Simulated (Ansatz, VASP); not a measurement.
# MnH4 in VASP and in Ansatz

```
CELL_PARAMETERS angstrom
4.72444 0.00000 0.00000
0.00000 4.72444 0.00000
0.00000 0.00000 2.70414
ATOMIC_POSITIONS crystal
Mn 0.50000 0.50000 0.00000
H 0.09188 0.50000 0.00000
H 0.90812 0.50000 0.00000
H 0.50000 0.09188 0.00000
H 0.50000 0.90812 0.00000
```

Alike in both runs: functional PBE; k mesh 8 × 8 × 14; occupations gaussian, width 0.1 eV; collinear spin.

Ansatz relaxed the structure, and its values are those at the end. VASP's run is a single point on that final structure, the one shown.

|  | VASP | Ansatz |
| --- | --- | --- |
| version | VASP 6.6.1 | Ansatz 0.2.0 |
| potentials or method | VASP PAW PBE potentials, release 64 (Mn_pv, H), cutoff 520 eV | scalar-relativistic, plane waves, PAW |
| valence electrons in the cell | 17 | 19 |

Ansatz gave:

* gap on the k mesh at the Fermi level (eV): none
* pressure (GPa): 0.0
* rms of the force components (eV/Å): 0.004
* net moment per atom (μB): 0.81
* size of the moment on the site where the two differ most (μB): 3.05

**Question.** Estimate VASP's values.

**Answer.** gap on the k mesh at the Fermi level (eV): none; pressure (GPa): -0.1; rms of the force components (eV/Å): 0.000; net moment per atom (μB): 0.81; size of the moment on the site where the two differ most (μB): 3.61.

Site moments also hang on the region over which each program counts them. A gap of «none» marks a metal or a gap that the smearing closes. VASP's potentials hold 17 valence electrons a cell and Ansatz's 19, so a difference there can come from the potentials and not from the codes.
